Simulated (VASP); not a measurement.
# La3Hf2C4 (P6/mmm) in VASP: further runs

La3Hf2C4 is run at these levels: PBE; tasks: relaxation of cell and atoms, single point.

All numbers are computed with VASP 6.6.1; they aren't measurements. Logs are shortened: lines on timing, memory, paths and dates and some standing lists are left out, and cuts for length are marked.

### 1 The cell of the first run

It takes space group P6/mmm (No. 191, hexagonal). Conventional cell: a = 7.374 Å, b = 7.374 Å, c = 5.452 Å, α = 90.00°, β = 90.00°, γ = 120.00°. Within 2.8 Å of La (site symmetry -6m2) lie 3 C at 2.13 Å and 2 Hf at 2.73 Å. La (site symmetry 6/mmm) has 8 C at 2.73 to 3.69 Å within 3.7 Å. Within 3.6 Å of Hf (site symmetry -6m2) lie 2 La at 2.73 Å and 6 C at 3.46 Å. C (site symmetry mmm) has 2 La at 2.13 Å within 2.8 Å. Within 3.6 Å of C (site symmetry 6/mmm) lie 2 La at 2.73 Å.

The cell was built from a structure type or drawn by symmetry, and may not be a known phase.

### 2 Relaxation of cell and atoms, PBE

File INCAR:

```
PREC = Accurate ; ENCUT = 600
EDIFF = 1E-6 ; ISMEAR = 0
SIGMA = 0.1 ; LREAL = False
LASPH = True ; NELM = 100
ALGO = Normal ; ISIF = 3
LWAVE = False ; LCHARG = False
GGA = PE ; IBRION = 2
NSW = 100 ; EDIFFG = -0.01
```

File KPOINTS:

```
Automatic mesh
0
Gamma
  6 6 8
```

File POSCAR:

```
La3Hf2C4
1.0
    7.3742148134      0.0000000000      0.0000000000
   -3.6871074067      6.3862573613      0.0000000000
    0.0000000000      0.0000000000      5.4517636849
La Hf C
3 2 4
Direct
    0.3333333333      0.6666666667      0.0000000000
    0.6666666667      0.3333333333      0.0000000000
    0.0000000000      0.0000000000      0.0000000000
    0.3333333333      0.6666666667      0.5000000000
    0.6666666667      0.3333333333      0.5000000000
    0.5000000000      0.0000000000      0.0000000000
    0.0000000000      0.5000000000      0.0000000000
    0.5000000000      0.5000000000      0.0000000000
    0.0000000000      0.0000000000      0.5000000000
```

Potentials or basis: VASP PAW PBE potentials, release 64 (La, Hf_pv, C).

Run with:

```bash
> cat potpaw_PBE.64/La/POTCAR potpaw_PBE.64/Hf_pv/POTCAR potpaw_PBE.64/C/POTCAR > POTCAR
> mpirun -np 1 vasp_std > vasp.out
```

OUTCAR:

```text
PREC = Accurate
   ENCUT = 600
   EDIFF = 1E-6
   ISMEAR = 0
   LREAL = False
   LASPH = True
   NELM = 100
   ISIF = 3
   GGA = PE
   IBRION = 2
   NSW = 100
   EDIFFG = -0.01

 ion  position               nearest neighbor table
   1  0.333  0.667  0.000-   6 2.13   7 2.13   8 2.13   4 2.73   4 2.73
   2  0.667  0.333  0.000-   6 2.13   7 2.13   8 2.13   5 2.73   5 2.73
   3  0.000  0.000  0.000-   9 2.73   9 2.73
   4  0.333  0.667  0.500-   1 2.73   1 2.73
   5  0.667  0.333  0.500-   2 2.73   2 2.73
   6  0.500  0.000  0.000-   1 2.13   2 2.13
   7  0.000  0.500  0.000-   1 2.13   2 2.13
   8  0.500  0.500  0.000-   1 2.13   2 2.13
   9  0.000  0.000  0.500-   3 2.73   3 2.73

  LATTYP: Found a hexagonal cell.
 ALAT       =     7.3742148134
 C/A-ratio  =     0.7393009050

  Lattice vectors:

 A1 = (   7.3742148134,   0.0000000000,   0.0000000000)
 A2 = (  -3.6871074067,   6.3862573613,   0.0000000000)
 A3 = (   0.0000000000,   0.0000000000,   5.4517636849)

Analysis of symmetry for initial positions (statically):
=====================================================================
 Subroutine PRICEL returns:
 Original cell was already a primitive cell.

 Routine SETGRP: Setting up the symmetry group for a
 hexagonal supercell.

 Subroutine GETGRP returns: Found 24 space group operations
 (whereof 24 operations were pure point group operations)
 out of a pool of 24 trial point group operations.

The static configuration has the point symmetry D_6h.

Analysis of symmetry for dynamics (positions and initial velocities):
=====================================================================
 Subroutine PRICEL returns:
 Original cell was already a primitive cell.

 Routine SETGRP: Setting up the symmetry group for a
 hexagonal supercell.

 Subroutine GETGRP returns: Found 24 space group operations
 (whereof 24 operations were pure point group operations)
 out of a pool of 24 trial point group operations.

The dynamic configuration has the point symmetry D_6h.

 Subroutine INISYM returns: Found 24 space group operations
 (whereof 24 operations are pure point group operations),
 and found     1 'primitive' translations

----------------------------------------------------------------------------------------

                                     Primitive cell

  volume of cell :     256.7434

  direct lattice vectors                    reciprocal lattice vectors
[... 110 lines left out ...]
   TEBEG  =    0.0;   TEEND  =   0.0 temperature during run
   PSTRESS=    0.0 pullay stress
   NELECT =      69.0000    total number of electrons
   NUPDOWN=      -1.0000    fix difference up-down
   EMIN   =  10.00;   EMAX   =-10.00  energy-range for DOS
   EFERMI =   0.00;   METHOD = LEGACY
   ISMEAR =     0;   SIGMA  =   0.10  broadening in eV -4-tet -1-fermi 0-gaus
   EFERMI_NEDOS =   21; number of points for ismear=-14 and -15
   IALGO  =     38    algorithm
   IMIX   =      4    mixing-type and parameters
     AMIX     =   0.40;   BMIX     =  1.00
     AMIX_MAG =   1.60;   BMIX_MAG =  1.00
  volume/ion in A,a.u.               =      28.53       192.51
  Fermi-wavevector in a.u.,A,eV,Ry     =   1.056472  1.996443 15.185922  1.116134
  Thomas-Fermi vector in A             =   2.191709
   LORBIT       =      0    0 simple, 1 ext, 2 COOP (PROOUT), +10 PAW based schemes
   GGA     = PE    functional components
   LHFCALC =     F    Hartree Fock is set to
   AEXX    =    0.0000 exact exchange contribution
   IVDW    =     0    specifies the selected vdW correction
   LEPSILON=     F    determine dielectric tensor
   LRPA    =     F    only Hartree local field effects (RPA)
 conjugate gradient relaxation of ions
 non-spin polarized calculation
 Gauss-broadening in eV      SIGMA  =   0.10
  energy-cutoff  :      600.00
  volume of cell :      256.74
 maximum number of plane-waves:      8601
 NGX is ok and might be reduce to    60
   NGX = 29   NGY = 29   NGZ = 21

--------------------------------------- Ionic step        1  -------------------------------------------

 number of electron      69.0000001 magnetization

 Free energy of the ion-electron system (eV)
  ---------------------------------------------------
  ext. energy  EPLUGINS =         0.00000000
  ---------------------------------------------------
  free energy    TOTEN  =       -47.82068093 eV

  energy without entropy =      -47.74890918  energy(sigma->0) =      -47.78479506

------------------------ aborting loop because EDIFF is reached ----------------------------------------

  FORCE on cell =-STRESS in cart. coord.  units (eV):
  Direction    XX          YY          ZZ          XY          YZ          ZX
  --------------------------------------------------------------------------------------
  -------------------------------------------------------------------------------------
  Total       -0.1170230     -0.1170230      0.7685481     -0.0000000      0.0000000     -0.0000000
  in kB       -0.7302688     -0.7302688      4.7960357     -0.0000000      0.0000000     -0.0000000
  external PRESSURE =       1.1118327 kB  Pullay stress =       0.0000000 kB
[... 73 lines left out ...]
--------------------------------------- Ionic step        3  -------------------------------------------

 number of electron      69.0000002 magnetization

 Free energy of the ion-electron system (eV)
  ---------------------------------------------------
  ext. energy  EPLUGINS =         0.00000000
  ---------------------------------------------------
  free energy    TOTEN  =       -47.82285013 eV

  energy without entropy =      -47.75126891  energy(sigma->0) =      -47.78705952

 E-fermi :   3.6311     XC(G=0):  -8.6951

 val. band max:        3.6227182045   @ k =   0.3333   0.3333   0.3750
 cond. band min:       3.6379485556   @ k =   0.3333   0.3333   0.2500
 fundamental gap:      0.0152303511
 Fermi energy:         3.6310813486

 k-point     1 :       0.0000    0.0000    0.0000
  band No.  band energies     occupation
      1     -29.6940      2.00000
      2     -28.7416      2.00000
      3     -28.7416      2.00000
      4     -28.7326      2.00000
      5     -28.7326      2.00000
      6     -28.6462      2.00000
[... 1045 lines left out ...]
     40       4.4886      0.00000
     41       4.5619      0.00000

 [... further k-points ...]

------------------------ aborting loop because EDIFF is reached ----------------------------------------

  FORCE on cell =-STRESS in cart. coord.  units (eV):
  Direction    XX          YY          ZZ          XY          YZ          ZX
  --------------------------------------------------------------------------------------
  -------------------------------------------------------------------------------------
  Total       -0.0811454     -0.0811454     -0.0153134     -0.0000000      0.0000000      0.0000000
  in kB       -0.5044697     -0.5044697     -0.0952014     -0.0000000      0.0000000      0.0000000
  external PRESSURE =      -0.3680469 kB  Pullay stress =       0.0000000 kB
[... 24 lines left out ...]
  FREE ENERGIE OF THE ION-ELECTRON SYSTEM (eV)
  ---------------------------------------------------
  free  energy   TOTEN  =       -47.8228501306 eV

  energy  without entropy=      -47.7512689124  energy(sigma->0) =      -47.78705952

 reached required accuracy - stopping structural energy minimisation
```

CONTCAR:

```text
La3Hf2C4
   1.00000000000000
     7.3680919385926238   -0.0000000000000000   -0.0000000000000000
    -3.6840459692963119    6.3809547961727899    0.0000000000000000
     0.0000000000000000    0.0000000000000000    5.4814924115383876
  La              Hf              C
     3     2     4
Direct
     0.3333333332999970    0.6666666667000030    0.0000000000000000
     0.6666666667000030    0.3333333332999970    0.0000000000000000
     0.0000000000000000    0.0000000000000000    0.0000000000000000
     0.3333333332999970    0.6666666667000030    0.5000000000000000
     0.6666666667000030    0.3333333332999970    0.5000000000000000
     0.5000000000000000    0.0000000000000000    0.0000000000000000
     0.0000000000000000    0.5000000000000000    0.0000000000000000
     0.5000000000000000    0.5000000000000000    0.0000000000000000
     0.0000000000000000    0.0000000000000000    0.5000000000000000

  0.00000000E+00  0.00000000E+00  0.00000000E+00
  0.00000000E+00  0.00000000E+00  0.00000000E+00
  0.00000000E+00  0.00000000E+00  0.00000000E+00
  0.00000000E+00  0.00000000E+00  0.00000000E+00
  0.00000000E+00  0.00000000E+00  0.00000000E+00
  0.00000000E+00  0.00000000E+00  0.00000000E+00
  0.00000000E+00  0.00000000E+00  0.00000000E+00
  0.00000000E+00  0.00000000E+00  0.00000000E+00
  0.00000000E+00  0.00000000E+00  0.00000000E+00
```

It took 67 min on 1 thread of Intel Xeon 8259CL, shared host; peak memory 0.76 GiB.

What came out:

```
Free energy                           : -47.8229 eV
Relaxed volume                        : 28.63 Å³/atom
Relaxed cell                          : a = 7.368 Å, b = 7.368 Å, c = 5.481 Å, α = 90.00°, β = 90.00°, γ = 120.00°
Space group after relaxing (to 0.1 Å) : P6/mmm (No. 191)
Energy gained by relaxing             : 0.2 meV/atom
Ionic steps                           : 3
Pressure after relaxing               : 0.0 GPa
Band gap on the k mesh                : zero (an odd number of electrons rules out a gap without spin polarisation)
```

The path:
```csv
step,energy change (eV),largest force (eV/Å),pressure (GPa),volume (Å³)
1,0.0000,0.0000,0.11,256.74
2,-0.0020,0.0000,0.00,257.48
3,-0.0022,0.0000,-0.04,257.71
```

Final structure:
```
La Hf C
1.0
     7.36809    0.00000    0.00000
    -3.68405    6.38095    0.00000
     0.00000    0.00000    5.48149
La Hf C
3 2 4
Direct
  0.33333 0.66667 0.00000
  0.66667 0.33333 0.00000
  0.00000 0.00000 0.00000
  0.33333 0.66667 0.50000
  0.66667 0.33333 0.50000
  0.50000 0.00000 0.00000
  0.00000 0.50000 0.00000
  0.50000 0.50000 0.00000
  0.00000 0.00000 0.50000
```

Levels at points of the mesh, in eV from the Fermi level:
```
           k point  band 33  band 34  band 35  band 36  band 37  band 38
(0.00, 0.00, 0.00)    -0.79    -0.56    -0.27    -0.27     0.25     0.44
(0.50, 0.00, 0.00)    -0.49    -0.24    -0.07     0.23     0.36     0.42
(0.00, 0.00, 0.50)     0.05     0.05     0.54     0.54     0.89     0.89
(0.50, 0.00, 0.50)    -0.12     0.04     0.12     0.25     0.35     0.48
```

Caveat: spin-orbit coupling is left out, which moves the levels of the heavy elements.

### 3 Single point, PBE

This run uses another cell than the first one, of 17.97 Å³/atom.

File INCAR:

```
SYSTEM = La3Hf2C4
PREC = Accurate
ENCUT = 520
EDIFF = 1E-6
ISMEAR = 0
SIGMA = 0.1
LREAL = .False.
LASPH = .True.
NELM = 100
ALGO = Normal
ISIF = 2
LWAVE = .False.
LCHARG = .False.
GGA = PE
NBANDS = 44
```

File KPOINTS:

```
Automatic mesh
0
Gamma
  3 3 4
  0 0 0
```

File POSCAR:

```
La3Hf2C4
1.0
    6.3526603400      0.0000000000      0.0000000000
   -3.1763301700      5.5015652400      0.0000000000
    0.0000000000      0.0000000000      4.6283928700
La Hf C
3 2 4
Direct
    0.3333333300      0.6666666700      0.0000000000
    0.6666666700      0.3333333300      0.0000000000
    0.0000000000      0.0000000000      0.0000000000
    0.3333333300      0.6666666700      0.5000000000
    0.6666666700      0.3333333300      0.5000000000
    0.5000000000      0.0000000000      0.0000000000
    0.0000000000      0.5000000000      0.0000000000
    0.5000000000      0.5000000000      0.0000000000
    0.0000000000      0.0000000000      0.5000000000
```

Potentials or basis: VASP PAW PBE potentials, release 64 (La, Hf_pv, C).

Run with:

```bash
> cat potpaw_PBE.64/La/POTCAR potpaw_PBE.64/Hf_pv/POTCAR potpaw_PBE.64/C/POTCAR > POTCAR
> mpirun -np 1 vasp_std > vasp.out
```

Wall time 2.1 min (1 thread of Intel Xeon Platinum 8488C (Sapphire Rapids), shared host); peak memory 0.31 GiB.

The run converged. Its results:

```yaml
Free_energy: -38.4388 eV
Pressure: 46.7 GPa
Band_gap_on_the_k_mesh: zero (an odd number of electrons rules out a gap without spin polarisation)
```

Stress tensor (GPa, compression positive):
```
42.23  0.00  0.00
 0.00 42.23  0.00
 0.00  0.00 55.71
```

Levels at points of the mesh, in eV from the Fermi level:
| k point | band 31 | band 32 | band 33 | band 34 | band 35 | band 36 | band 37 | band 38 |
| --- | --- | --- | --- | --- | --- | --- | --- | --- |
| (0.00, 0.00, 0.00) | -1.95 | -1.23 | -0.79 | -0.79 | 0.33 | 0.94 | 0.94 | 1.30 |
| (0.00, 0.00, 0.50) | -2.01 | -1.03 | 0.00 | 0.00 | 0.26 | 0.26 | 1.51 | 1.51 |

Caveat: the k points lie up to 0.38 Å⁻¹ apart, too coarse for converged energies and pressures of a metal; spin-orbit coupling is left out, which moves the levels of the heavy elements.

### 4 Single point, PBE

File INCAR:

```
SYSTEM = La3Hf2C4
ALGO = Normal
EDIFF = 1E-7
ENCUT = 520
GGA = PE
ISIF = 2
ISMEAR = 0
LASPH = .TRUE.
LCHARG = .FALSE.
LREAL = .FALSE.
LWAVE = .FALSE.
NBANDS = 44
NELM = 60
PREC = Accurate
SIGMA = 0.1
```

File KPOINTS:

```
k-points
0
G
  3 3 4
  0 0 0
```

File POSCAR:

```
La3Hf2C4
1.0
    7.3742148134      0.0000000000      0.0000000000
   -3.6871074067      6.3862573613      0.0000000000
    0.0000000000      0.0000000000      5.4517636849
La Hf C
3 2 4
Direct
    0.3333333333      0.6666666667      0.0000000000
    0.6666666667      0.3333333333      0.0000000000
    0.0000000000      0.0000000000      0.0000000000
    0.3333333333      0.6666666667      0.5000000000
    0.6666666667      0.3333333333      0.5000000000
    0.5000000000      0.0000000000      0.0000000000
    0.0000000000      0.5000000000      0.0000000000
    0.5000000000      0.5000000000      0.0000000000
    0.0000000000      0.0000000000      0.5000000000
```

Run with:

```bash
> cat potpaw_PBE.64/La/POTCAR potpaw_PBE.64/Hf_pv/POTCAR potpaw_PBE.64/C/POTCAR > POTCAR
> mpirun -np 1 vasp_std > vasp.out
```

Wall time 3.6 min (1 thread of Intel Xeon Platinum 8488C (Sapphire Rapids), shared host); peak memory 0.4 GiB.

The run converged. Its results:

* Free energy: -47.8948 eV
* Pressure: -0.1 GPa
* Band gap on the k mesh: zero (an odd number of electrons rules out a gap without spin polarisation)

Stress tensor (GPa, compression positive):
```
 0.00  0.00  0.00
 0.00  0.00  0.00
 0.00  0.00 -0.19
```

Levels at points of the mesh, in eV from the Fermi level:
```tsv
k point	band 32	band 33	band 34	band 35	band 36	band 37
(0.00, 0.00, 0.00)	-0.83	-0.83	-0.56	-0.29	-0.29	0.21
(0.00, 0.00, 0.50)	-0.92	0.04	0.04	0.52	0.52	0.88
```

Caveat: spin-orbit coupling is left out, which moves the levels of the heavy elements.

[end of part 1 of 2]
